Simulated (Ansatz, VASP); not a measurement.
# One calculation of GdO, two programs

```
Gd O
1.0
     0.00000    2.69672    2.69672
     2.69672    0.00000    2.69672
     2.69672    2.69672    0.00000
Gd O
1 1
Direct
  0.00000 0.00000 0.00000
  0.25000 0.25000 0.25000
```

Alike in both runs: task single point; functional PBE; dispersion D4; k mesh 8 × 8 × 8; occupations gaussian, width 0.05 eV; collinear spin; Hubbard terms Gd f U = 6.0 eV.

```csv
,VASP,Ansatz
version,VASP 6.6.1,Ansatz 0.2.0
potentials or method,"VASP PAW PBE potentials, release 64 (Gd, O), cutoff 520 eV","scalar-relativistic, plane waves, PAW"
valence electrons in the cell,24,24
```

```tsv
	VASP	Ansatz	Ansatz less VASP
gap on the k mesh at the Fermi level (eV)	none	none	-
pressure (GPa)	-1.9	-2.0	-0.06
net moment per atom (μB)	3.97	3.97	0.000
size of the moment on the site where the two differ most (μB)	7.07	7.02	-0.053
```

Site moments also hang on the region over which each program counts them. The programs project onto different local orbitals, so the same U acts differently, and such runs can settle in different states. A gap of «none» marks a metal or a gap that the smearing closes. Ansatz's warnings: filled band counts differ across k points, stability check not made.

Spin-orbit coupling is off throughout.
